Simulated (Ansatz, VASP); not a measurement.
# Two plane-wave programs on GaBAs2

```
CELL_PARAMETERS angstrom
3.65338 0.00000 0.00000
0.00000 3.65338 0.00000
0.00000 0.00000 5.35556
ATOMIC_POSITIONS crystal
B 0.00000 0.00000 0.00000
As 0.00000 0.50000 0.21204
As 0.50000 0.00000 0.78796
Ga 0.50000 0.50000 0.50000
```

Alike in both runs: task single point; functional PBE; k mesh 6 × 6 × 4; no spin polarisation.

|  | VASP | Ansatz |
| --- | --- | --- |
| version | VASP 6.6.1 | Ansatz 0.2.0 |
| potentials or method | VASP PAW PBE potentials, release 64 (B, As, Ga_d) | plane waves, PAW |
| plane-wave cutoff (eV) | 520 | 420 |
| occupations | gaussian, width 0.01 eV | fixed |
| valence electrons in the cell | 26 | 46 |

|  | VASP | Ansatz | Ansatz less VASP |
| --- | --- | --- | --- |
| gap on the k mesh at the Fermi level (eV) | 0.40 | 0.41 | +0.012 |
| pressure (GPa) | 3.2 | 2.9 | -0.29 |
| rms of the force components (eV/Å) | 0.010 | 0.015 | +0.0047 |

VASP's potentials hold 26 valence electrons a cell and Ansatz's 46, so a difference there can come from the potentials and not from the codes.
